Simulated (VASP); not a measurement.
# Mo (P6_3/mmc) in VASP: further runs

Runs on Mo. Level: PBEsol. Tasks: single point.

Program: VASP 6.6.1. These are calculated values, not measurements. Logs are shortened: lines on timing, memory, paths and dates and some standing lists are left out, and cuts for length are marked.

### Step 1. The cell of the first run

It takes space group P6_3/mmc (No. 194, hexagonal). The conventional cell has a = 2.805 Å, b = 2.805 Å, c = 4.580 Å, α = 90.00°, β = 90.00°, γ = 120.00°. Mo (site symmetry -6m2) has 12 Mo at 2.80 Å within 3.7 Å.

### Step 2. Single point, PBEsol

Input file INCAR:

```
ALGO = Normal
EDIFF = 1E-6
ENCUT = 500
GGA = PS
GGA_COMPAT = False
ISIF = 2
ISMEAR = 0
LASPH = True
LCHARG = False
LREAL = False
LWAVE = False
NBANDS = 21
NELM = 120
PREC = Accurate
SIGMA = 0.1
```

Input file KPOINTS:

```
k-points
0
Gamma
  9 9 4
```

Input file POSCAR:

```
Mo
1.0
    2.8046577058      0.0000000000      0.0000000000
   -1.4023288529      2.4289048221      0.0000000000
    0.0000000000      0.0000000000      4.5800060336
Mo
2
Direct
    0.3333333333      0.6666666667      0.2500000000
    0.6666666667      0.3333333333      0.7500000000
```

Potentials or basis: VASP PAW PBE potentials, release 64 (Mo_sv).

Started as:

```
$ cat potpaw_PBE.64/Mo_sv/POTCAR > POTCAR
$ mpirun -np 1 vasp_std > vasp.out
```

OUTCAR:

```text
EDIFF = 1E-6
   ENCUT = 500
   GGA = PS
   ISIF = 2
   ISMEAR = 0
   LASPH = True
   LREAL = False
   NELM = 120
   PREC = Accurate

 ion  position               nearest neighbor table
   1  0.333  0.667  0.250-   2 2.80   2 2.80   2 2.80   2 2.80   2 2.80   2 2.80
   2  0.667  0.333  0.750-   1 2.80   1 2.80   1 2.80   1 2.80   1 2.80   1 2.80

  LATTYP: Found a hexagonal cell.
 ALAT       =     2.8046577058
 C/A-ratio  =     1.6330000000

  Lattice vectors:

 A1 = (   2.8046577058,   0.0000000000,   0.0000000000)
 A2 = (  -1.4023288529,   2.4289048221,   0.0000000000)
 A3 = (   0.0000000000,   0.0000000000,   4.5800060336)

Analysis of symmetry for initial positions (statically):
=====================================================================
 Subroutine PRICEL returns:
 Original cell was already a primitive cell.

 Routine SETGRP: Setting up the symmetry group for a
 hexagonal supercell.

 Subroutine GETGRP returns: Found 24 space group operations
 (whereof 12 operations were pure point group operations)
 out of a pool of 24 trial point group operations.

The static configuration has the point symmetry D_3d.
 The point group associated with its full space group is D_6h.

Analysis of symmetry for dynamics (positions and initial velocities):
=====================================================================
 Subroutine PRICEL returns:
 Original cell was already a primitive cell.

 Routine SETGRP: Setting up the symmetry group for a
 hexagonal supercell.

 Subroutine GETGRP returns: Found 24 space group operations
 (whereof 12 operations were pure point group operations)
 out of a pool of 24 trial point group operations.

The dynamic configuration has the point symmetry D_3d.
 The point group associated with its full space group is D_6h.

 Subroutine INISYM returns: Found 24 space group operations
 (whereof 12 operations are pure point group operations),
 and found     1 'primitive' translations

----------------------------------------------------------------------------------------

                                     Primitive cell

  volume of cell :      31.2001

  direct lattice vectors                    reciprocal lattice vectors
     2.804657706  0.000000000  0.000000000     0.356549749  0.205854093  0.000000000
    -1.402328853  2.428904822  0.000000000     0.000000000  0.411708187  0.000000000
     0.000000000  0.000000000  4.580006034     0.000000000  0.000000000  0.218340324

  length of vectors
     2.804657706  2.804657706  4.580006034     0.411708187  0.411708187  0.218340324

  position of ions in fractional coordinates (direct lattice)
     0.333333333  0.666666667  0.250000000
     0.666666667  0.333333333  0.750000000

  ion indices of the primitive-cell ions
   primitive index   ion index
                 1           1
                 2           2

----------------------------------------------------------------------------------------

 KPOINTS: k-points

Automatic generation of k-mesh.
 Grid dimensions read from file:
 generate k-points for:    9    9    4

 Generating k-lattice:

  Cartesian coordinates                     Fractional coordinates (reciprocal lattice)
     0.039616639  0.022872677  0.000000000     0.111111111  0.000000000  0.000000000
     0.000000000  0.045745354  0.000000000     0.000000000  0.111111111  0.000000000
     0.000000000  0.000000000  0.054585081     0.000000000  0.000000000  0.250000000

  Length of vectors
     0.045745354  0.045745354  0.054585081

  Shift w.r.t. Gamma in fractional coordinates (k-lattice)
     0.000000000  0.000000000  0.000000000

 Subroutine IBZKPT returns following result:
 ===========================================

 Found     36 irreducible k-points:

 Following reciprocal coordinates:
            Coordinates               Weight
  0.000000  0.000000  0.000000      1.000000
  0.111111 -0.000000  0.000000      6.000000
  0.222222 -0.000000  0.000000      6.000000
  0.333333 -0.000000  0.000000      6.000000
  0.444444 -0.000000  0.000000      6.000000
  0.111111  0.111111  0.000000      6.000000
[... 16 lines left out ...]
  0.333333  0.222222  0.250000     24.000000
  0.333333  0.333333  0.250000      4.000000
 [... further k-points ...]
   k-points           NKPTS =     36   k-points in BZ     NKDIM =     36   number of bands    NBANDS=     21
   number of dos      NEDOS =    301   number of ions     NIONS =      2
   total plane-waves  NPLWV =  14400
   dimension x,y,z NGX =    20 NGY =   20 NGZ =   36
   dimension x,y,z NGXF=    40 NGYF=   40 NGZF=   72
   ions per type =               2
   NGX,Y,Z   is equivalent  to a cutoff of  11.85, 11.85, 13.07 a.u.
   NGXF,Y,Z  is equivalent  to a cutoff of  23.71, 23.71, 26.13 a.u.
 SYSTEM =  unknown system
   PREC   = accura    normal or accurate (medium, high low for compatibility)
   ISTART =      0    job   : 0-new  1-cont  2-samecut
   ICHARG =      2    charge: 1-file 2-atom 10-const
   ISPIN  =      1    spin polarized calculation?
   LNONCOLLINEAR =      F non collinear calculations
   LSORBIT =      F    spin-orbit coupling
   LASPH  =      T    aspherical Exc in radial PAW
   ENCUT  =  500.0 eV  36.75 Ry    6.06 a.u.   5.11  5.11  8.35*2*pi/ulx,y,z
   NELM   =    120;   NELMIN=  2; NELMDL= -5     # of ELM steps
   EDIFF  = 0.1E-05   stopping-criterion for ELM
   LREAL  =      F    real-space projection
[... 7 lines left out ...]
   TEBEG  =    0.0;   TEEND  =   0.0 temperature during run
   PSTRESS=    0.0 pullay stress
   NELECT =      28.0000    total number of electrons
   NUPDOWN=      -1.0000    fix difference up-down
   EMIN   =  10.00;   EMAX   =-10.00  energy-range for DOS
   EFERMI =   0.00;   METHOD = LEGACY
   ISMEAR =     0;   SIGMA  =   0.10  broadening in eV -4-tet -1-fermi 0-gaus
   EFERMI_NEDOS =   21; number of points for ismear=-14 and -15
   IALGO  =     38    algorithm
   IMIX   =      4    mixing-type and parameters
     AMIX     =   0.40;   BMIX     =  1.00
     AMIX_MAG =   1.60;   BMIX_MAG =  1.00
  volume/ion in A,a.u.               =      15.60       105.27
  Fermi-wavevector in a.u.,A,eV,Ry     =   1.579097  2.984060 33.926755  2.493546
  Thomas-Fermi vector in A             =   2.679528
   LORBIT       =      0    0 simple, 1 ext, 2 COOP (PROOUT), +10 PAW based schemes
   GGA     = PS    functional components
   LHFCALC =     F    Hartree Fock is set to
   AEXX    =    0.0000 exact exchange contribution
   IVDW    =     0    specifies the selected vdW correction
   LEPSILON=     F    determine dielectric tensor
   LRPA    =     F    only Hartree local field effects (RPA)
 non-spin polarized calculation
 Gauss-broadening in eV      SIGMA  =   0.10
  energy-cutoff  :      500.00
  volume of cell :       31.20
 maximum number of plane-waves:       803
   NGX = 11   NGY = 11   NGZ = 17

 number of electron      28.0000004 magnetization

 Free energy of the ion-electron system (eV)
  ---------------------------------------------------
  ext. energy  EPLUGINS =         0.00000000
  ---------------------------------------------------
  free energy    TOTEN  =       -22.60167634 eV

  energy without entropy =      -22.58150247  energy(sigma->0) =      -22.59158940

 E-fermi :  12.0954     XC(G=0): -13.5192

 val. band max:       12.0855441024   @ k =   0.2222  -0.0000   0.2500
 cond. band min:      12.1051604325   @ k =   0.0000   0.0000   0.0000
 fundamental gap:      0.0196163301
 Fermi energy:        12.0953601423

 k-point     1 :       0.0000    0.0000    0.0000
  band No.  band energies     occupation
      1     -48.5094      2.00000
      2     -48.2561      2.00000
      3     -23.2369      2.00000
      4     -22.0078      2.00000
      5     -22.0078      2.00000
      6     -21.8219      2.00000
[... 13 lines left out ...]
     20      15.6635      0.00000
     21      23.1970      0.00000

 k-point     2 :       0.1111   -0.0000    0.0000
  band No.  band energies     occupation
      1     -48.4835      2.00000
      2     -48.2434      2.00000
      3     -23.1817      2.00000
      4     -22.1410      2.00000
      5     -22.0492      2.00000
      6     -21.9576      2.00000
[... 13 lines left out ...]
     20      17.4461      0.00000
     21      23.1519      0.00000

 k-point     3 :       0.2222   -0.0000    0.0000
  band No.  band energies     occupation
      1     -48.4152      2.00000
      2     -48.2130      2.00000
      3     -23.0294      2.00000
      4     -22.4756      2.00000
      5     -22.2866      2.00000
      6     -22.1485      2.00000
[... 13 lines left out ...]
     20      20.0123      0.00000
     21      22.8183      0.00000

 k-point     4 :       0.3333   -0.0000    0.0000
  band No.  band energies     occupation
      1     -48.3307      2.00000
      2     -48.1841      2.00000
      3     -22.8503      2.00000
      4     -22.8205      2.00000
      5     -22.6397      2.00000
      6     -22.2552      2.00000
[... 13 lines left out ...]
     20      22.3466      0.00000
     21      22.4090      0.00000

 k-point     5 :       0.4444   -0.0000    0.0000
  band No.  band energies     occupation
      1     -48.2663      2.00000
      2     -48.1736      2.00000
      3     -23.0907      2.00000
      4     -22.8605      2.00000
      5     -22.6343      2.00000
      6     -22.3222      2.00000
[... 13 lines left out ...]
     20      20.6706      0.00000
     21      23.3364      0.00000
[... 382 lines left out ...]
     20      19.6845      0.00000
     21      23.6174      0.00000

 k-point    22 :       0.2222    0.2222    0.2500
  band No.  band energies     occupation
      1     -48.2728      2.00000
      2     -48.1919      2.00000
      3     -22.9453      2.00000
      4     -22.8651      2.00000
      5     -22.4355      2.00000
      6     -22.4156      2.00000
[... 13 lines left out ...]
     20      20.0974      0.00000
     21      24.2606      0.00000

 k-point    23 :       0.3333    0.2222    0.2500
  band No.  band energies     occupation
      1     -48.2239      2.00000
      2     -48.1832      2.00000
      3     -23.0130      2.00000
      4     -22.9045      2.00000
      5     -22.6087      2.00000
      6     -22.3959      2.00000
[... 13 lines left out ...]
     20      20.7148      0.00000
     21      23.5038      0.00000

 k-point    24 :       0.3333    0.3333    0.2500
  band No.  band energies     occupation
      1     -48.1935      2.00000
      2     -48.1935      2.00000
      3     -22.8516      2.00000
      4     -22.8516      2.00000
      5     -22.8327      2.00000
      6     -22.5267      2.00000
[... 13 lines left out ...]
     20      20.8003      0.00000
     21      22.0874      0.00000

 [... further k-points ...]

------------------------ aborting loop because EDIFF is reached ----------------------------------------

  FORCE on cell =-STRESS in cart. coord.  units (eV):
  Direction    XX          YY          ZZ          XY          YZ          ZX
  --------------------------------------------------------------------------------------
  -------------------------------------------------------------------------------------
  Total       -0.6111835     -0.6111835      0.5121792      0.0000000      0.0000000      0.0000000
  in kB      -31.3852647    -31.3852647     26.3012338      0.0000000      0.0000000      0.0000000
  external PRESSURE =     -12.1564318 kB  Pullay stress =       0.0000000 kB

 VOLUME and BASIS-vectors are now :
 -----------------------------------------------------------------------------
  energy-cutoff  :      500.00
  volume of cell :       31.20
      direct lattice vectors                 reciprocal lattice vectors
     2.804657706  0.000000000  0.000000000     0.356549749  0.205854093  0.000000000
    -1.402328853  2.428904822  0.000000000     0.000000000  0.411708187  0.000000000
     0.000000000  0.000000000  4.580006034     0.000000000  0.000000000  0.218340324

 POSITION                                       TOTAL-FORCE (eV/Angst)
 -----------------------------------------------------------------------------------
     -0.00000      1.61927      1.14500         0.000000     -0.000000      0.000000
      1.40233      0.80963      3.43500        -0.000000      0.000000      0.000000
 -----------------------------------------------------------------------------------
    total drift:                               -0.000000      0.000000     -0.000000

  FREE ENERGIE OF THE ION-ELECTRON SYSTEM (eV)
  ---------------------------------------------------
  free  energy   TOTEN  =       -22.6016763383 eV

  energy  without entropy=      -22.5815024661  energy(sigma->0) =      -22.59158940
```

Wall time 8.1 s (1 thread of Intel Xeon 6975P-C (Granite Rapids), shared host); peak memory 0.14 GiB.

Results:

- Free energy: -22.6017 eV
- Pressure: -1.2 GPa
- Band gap on the k mesh: zero (band 14 reaches 13.17 eV, above the bottom of band 15 at 11.30 eV)

Levels at points of the mesh, in eV from the Fermi level:
```
           k point  band 10  band 11  band 12  band 13  band 14  band 15  band 16  band 17  band 18  band 19
(0.00, 0.00, 0.00)    -4.81    -0.82    -0.71    -0.71     0.01     0.01     0.94     0.94     1.62     3.57
(0.00, 0.00, 0.50)    -4.99    -1.33    -1.33    -0.80    -0.80    -0.80    -0.80     2.89     2.89     2.89
```

Caveat: the PAW data sets were made with another functional, which shifts forces and pressure a little.

(Continued in part 2 of 2.)
